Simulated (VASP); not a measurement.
Mg2GeN3, 6 atoms in the cell. It takes space group P-3m1 (No. 164, trigonal). The conventional cell has a = 3.003 Å, b = 3.003 Å, c = 7.729 Å, α = 90.00°, β = 90.00°, γ = 120.00°. Within 2.9 Å of Mg (site symmetry 3m) lie 6 N at 2.16 to 2.27 Å. Within 2.7 Å of Ge (site symmetry -3m) lie 6 N at 2.06 Å. Within 2.7 Å of N (site symmetry 3m) lie 3 Ge at 2.06 Å and 3 Mg at 2.27 Å. N (site symmetry -3m) has 6 Mg at 2.16 Å within 2.9 Å. 

* Program: VASP 6.6.1
* Task: single point
* Functional: PBE
* Potentials or basis: VASP PAW PBE potentials, release 64 (Mg, Ge_d, N)
* Cutoff: 520 eV
* k mesh: 12 × 12 × 4
* Occupations: gaussian, width 0.1 eV
* Spin: no spin polarisation
* Dipole correction: no
* Further INCAR settings: ALGO = Normal; EDIFF = 1e-07; NBANDS = 26

Potentials or basis: VASP PAW PBE potentials, release 64 (Mg, Ge_d, N).

Launch:

```sh
$ cat potpaw_PBE.64/Mg/POTCAR potpaw_PBE.64/Ge_d/POTCAR potpaw_PBE.64/N/POTCAR > POTCAR
$ mpirun -np 1 vasp_std > vasp.out
```

Hardware: 1 thread of Intel(R) Xeon(R) 6975P-C (Granite Rapids), with other jobs on the host.

Task: Estimate the wall time of this run.

Result: Run time: 2.2 min on 1 thread of Intel(R) Xeon(R) 6975P-C (Granite Rapids), on a shared host, peak memory 0.25 GiB. Counts: scf iterations 20, k points 69.
